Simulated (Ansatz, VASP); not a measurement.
**TlO2 in VASP and in Ansatz**

INCAR

```
SYSTEM = TlO2
  ALGO = Normal
  EDIFF = 1E-6
  EDIFFG = -0.01
  ENCUT = 600
  GGA = PE
  IBRION = 2
  ISIF = 3
  ISMEAR = 0
  LASPH = .TRUE.
  LCHARG = .FALSE.
  LREAL = .FALSE.
  LWAVE = .FALSE.
  NELM = 80
  NSW = 100
  PREC = Accurate
  SIGMA = 0.1
```

File KPOINTS:

```
k-points
0
G
  12 12 14
  0 0 0
```

The input POSCAR:

```
TlO2
1.0
    3.7582358951      0.0000000000      0.0000000000
   -1.8791179475      3.2547277586      0.0000000000
    0.0000000000      0.0000000000      3.2757840046
Tl O
1 2
Direct
    0.0000000000      0.0000000000      0.0000000000
    0.3333333333      0.6666666667      0.5000000000
    0.6666666667      0.3333333333      0.5000000000
```

Input for Ansatz:

```yaml
crystal:
  lattice:
    - [3.7582358951, 0.0, 0.0]
    - [-1.8791179475, 3.2547277586, 0.0]
    - [0.0, 0.0, 3.2757840046]
  atoms:
    - { symbol: Tl, position: [0.0, 0.0, 0.0] }
    - { symbol: O, position: [0.3333333333, 0.6666666667, 0.5] }
    - { symbol: O, position: [0.6666666667, 0.3333333333, 0.5] }
basis:
  ecutwfc: 420
kpoints:
  mp_grid: { grid: [12, 12, 14] }
hamiltonian:
  xc: pbe
scf:
  occupations: { method: gaussian, width: 0.1 }
output:
  forces: true
  stress: true
  eigenvalues: true
relax:
  adjacent_minimum: "off"
  f_tol: 0.01
  max_steps: 80
  cell: { stress_tol: 0.05 }
```

Alike in both runs: task relaxation of cell and atoms; functional PBE; k mesh 12 × 12 × 14; occupations gaussian, width 0.1 eV; no spin polarisation.

|  | VASP | Ansatz |
| --- | --- | --- |
| version | VASP 6.6.1 | Ansatz 0.2.0 |
| potentials or method | VASP PAW PBE potentials, release 64 (Tl_d, O), cutoff 600 eV | scalar-relativistic, plane waves, PAW |
| valence electrons in the cell | 25 | 25 |

Ansatz gave:

* gap on the k mesh at the Fermi level, each at its own relaxed structure (eV): none
* relaxed volume (Å³/atom): 13.33
* relaxed cell length with the largest relative difference (Å): 3.266

**Question.** What did VASP give for the same quantities?

**Answer.** gap on the k mesh at the Fermi level, each at its own relaxed structure (eV): none; relaxed volume (Å³/atom): 13.30; relaxed cell length with the largest relative difference (Å): 3.263.

A gap of «none» marks a metal or a gap that the smearing closes.

Spin-orbit coupling is off throughout.
